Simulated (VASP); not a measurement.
Here is a VASP 6.6.1 calculation.

File INCAR:

```
PREC     = Accurate       # precision mode
ENCUT    = 520            # plane-wave cutoff, eV
EDIFF    = 1E-6           # SCF threshold, eV
ISMEAR   = 0              # smearing method
SIGMA    = 0.01           # smearing width, eV
LREAL    = F              # projectors in reciprocal space
LASPH    = T              # aspherical terms in the spheres
NELM     = 80             # most SCF steps
ALGO     = Normal         # electronic algorithm
ISIF     = 2              # what is computed and relaxed
LWAVE    = F              # write WAVECAR
LCHARG   = F              # write CHGCAR
GGA      = PE             # functional
NBANDS   = 26             # bands
```

KPOINTS

```
Automatic mesh
0
Gamma
  9 9 4
```

The input POSCAR:

```
GaN
1.0
    3.1831494054      0.0000000000      0.0000000000
   -1.5915747027      2.7566882491      0.0000000000
    0.0000000000      0.0000000000      5.1836254809
Ga N
2 2
Direct
    0.3333333333      0.6666666667     -0.0008868069
    0.6666666667      0.3333333333      0.4991131931
    0.3333333333      0.6666666667      0.3758868069
    0.6666666667      0.3333333333      0.8758868069
```

Potentials or basis: VASP PAW PBE potentials, release 64 (Ga_d, N).

Run with:

```sh
$ cat potpaw_PBE.64/Ga_d/POTCAR potpaw_PBE.64/N/POTCAR > POTCAR
$ mpirun -np 1 vasp_std > vasp.out
```

(1) What does it give for the band gap on the k mesh?

(2) Predict the largest force.

(3) Estimate the pressure.

## Answers

(1) 1.94 eV, direct.

(2) 0.005 eV/Å.

(3) 6.3 GPa.
